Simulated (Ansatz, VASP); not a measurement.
# One calculation of Hg, two programs

```xyz
3
Lattice="4.7448 0.0000 0.0000 0.0000 4.7448 0.0000 0.0000 0.0000 4.7448" Properties=species:S:1:pos:R:3 pbc="T T T"
Hg    2.3724    0.0000    0.0000
Hg    0.0000    2.3724    0.0000
Hg    0.0000    0.0000    2.3724
```

Alike in both runs: functional PBE; k mesh 10 × 10 × 10; occupations gaussian, width 0.1 eV; no spin polarisation.

Ansatz relaxed the structure, and its values are those at the end. VASP's run is a single point on that final structure, the one shown.

|  | VASP | Ansatz |
| --- | --- | --- |
| version | VASP 6.6.1 | Ansatz 0.2.0 |
| potentials or method | VASP PAW PBE potentials, release 64 (Hg), cutoff 520 eV | scalar-relativistic, plane waves, PAW |
| valence electrons in the cell | 36 | 60 |

Ansatz gave:

```
gap on the k mesh at the Fermi level (eV) : none
pressure (GPa)                            : 0.0
```

Task: What did VASP give for the same quantities?

Result: gap on the k mesh at the Fermi level (eV): none; pressure (GPa): 0.1.

A gap of «none» marks a metal or a gap that the smearing closes. VASP's potentials hold 36 valence electrons a cell and Ansatz's 60, so a difference there can come from the potentials and not from the codes.

Neither program's run includes spin-orbit coupling.
